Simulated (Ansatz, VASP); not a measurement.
# Nb: VASP beside Ansatz

```
CELL_PARAMETERS angstrom
-1.71387 1.66395 1.66395
1.66395 -1.71387 1.66395
1.66395 1.66395 -1.71387
ATOMIC_POSITIONS crystal
Nb 0.00000 0.00000 0.00000
```

Change from the starting cell: equal xy, yz and zx shear strains of -3 %.

Alike in both runs: task single point; functional PBE; k mesh 15 × 15 × 15; occupations fermi-dirac, width 0.03 eV; no spin polarisation.

|  | VASP | Ansatz |
| --- | --- | --- |
| version | VASP 6.6.1 | Ansatz 0.2.0 |
| potentials or method | VASP PAW PBE potentials, release 64 (Nb_sv), cutoff 520 eV | all-electron LAPW, scalar-relativistic |

Ansatz gave:

| Quantity | Value |
| --- | --- |
| pressure (GPa) | -2.3 |
| traceless stress, the component that is largest in VASP (GPa) | 0.35 |

What did VASP give for the same quantities?

Pressure (GPa): -2.6; traceless stress, the component that is largest in VASP (GPa): 0.36.

Ansatz ran all-electron here, and VASP with PAW potentials.
